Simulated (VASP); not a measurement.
As:

```
As
1.0
     1.77617    1.02547    5.02902
    -1.77617    1.02547    5.02902
     0.00000   -2.05094    5.02902
As
2
Direct
  0.78856 0.78856 0.78856
  0.21144 0.21144 0.21144
```

```yaml
Program: VASP 6.6.1
Task: relaxation of shape and atoms at fixed volume
Functional: r2SCAN
Potentials_or_basis: VASP PAW PBE potentials, release 64 (As)
Cutoff: 600 eV
k_mesh: 9 × 9 × 9
Occupations: gaussian, width 0.02 eV
Spin: no spin polarisation
```

At the start: pressure 2.0 GPa; volume 27.48 Å³/atom.

Task: Where does the relaxation end?

Result: Over 8 steps the energy falls by 4.9 meV/atom; space group R-3m (No. 166, to 0.1 Å) before and after.

The path:
```tsv
step	energy change (eV)	largest force (eV/Å)	pressure (GPa)	volume (Å³)
1	0.0000	0.3820	1.95	54.96
2	-0.0055	0.1123	0.80	54.96
3	-0.0058	0.0226	1.00	54.96
4	-0.0082	0.0091	0.73	54.96
5	-0.0097	0.0140	0.28	54.96
6	-0.0097	0.0148	0.27	54.96
7	-0.0097	0.0129	0.20	54.96
8	-0.0097	0.0004	0.23	54.96
```

Final structure:
```cif
data_structure
_symmetry_space_group_name_H-M 'P 1'
_symmetry_Int_Tables_number 1
_cell_length_a 5.3409
_cell_length_b 5.3409
_cell_length_c 5.3409
_cell_angle_alpha 39.285
_cell_angle_beta 39.285
_cell_angle_gamma 39.285
_cell_volume 54.96
loop_
_atom_site_label
_atom_site_type_symbol
_atom_site_fract_x
_atom_site_fract_y
_atom_site_fract_z
_atom_site_occupancy
As1 As 0.78703 0.78703 0.78703 1
As2 As 0.21297 0.21297 0.21297 1
```

Where two steps share one volume, the run began anew on that cell with a basis built for it.

Caveat: the PAW data sets were made with another functional, which shifts forces and pressure a little.
